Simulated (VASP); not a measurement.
Write the native input for VASP 6.6.1 that does the following.

```
Task                   : single point
Functional             : PBE
Potentials or basis    : VASP PAW PBE potentials, release 64 (Ga_d, Sb)
Cutoff                 : 520 eV
k mesh                 : 18 × 18 × 18
Occupations            : gaussian, width 0.15 eV
Spin                   : no spin polarisation
Dipole correction      : no
Further INCAR settings : ALGO = Normal; EDIFF = 1e-06; NBANDS = 16
```

The structure of GaSb lies in POSCAR:

```
GaSb
1.0
   -1.6574287381      2.7508007202      3.0563099530
    1.6574287381     -2.7508007202      3.0563099530
    1.6574287381      2.7508007202     -3.0563099530
Ga Sb
1 1
Direct
    0.0000000000      0.0000000000      0.0000000000
    0.5000000000      0.5000000000      0.0000000000
```

These files were run (other wordings do the same):

INCAR

```
SYSTEM = GaSb
  PREC = Accurate
  ENCUT = 520
  EDIFF = 1E-6
  ISMEAR = 0
  SIGMA = 0.15
  LREAL = .FALSE.
  LASPH = .TRUE.
  NELM = 60
  ALGO = Normal
  ISIF = 2
  LWAVE = .FALSE.
  LCHARG = .FALSE.
  GGA = PE
  NBANDS = 16
```

KPOINTS

```
Automatic mesh
0
G
  18 18 18
  0 0 0
```

Potentials or basis: VASP PAW PBE potentials, release 64 (Ga_d, Sb).

Run with:

```sh
$ cat potpaw_PBE.64/Ga_d/POTCAR potpaw_PBE.64/Sb/POTCAR > POTCAR
$ mpirun -np 1 vasp_std > vasp.out
```

It gave:

* Pressure: -5.5 GPa
* Band gap on the k mesh: zero (bands 9 and 10 overlap by 4.05 eV)

Caveat: the cell stands under tension; spin-orbit coupling is left out, which moves the levels of the heavy elements.

Wall time 9.8 min on 1 thread of Intel Xeon 8259CL (shared host), peak memory 0.86 GiB.
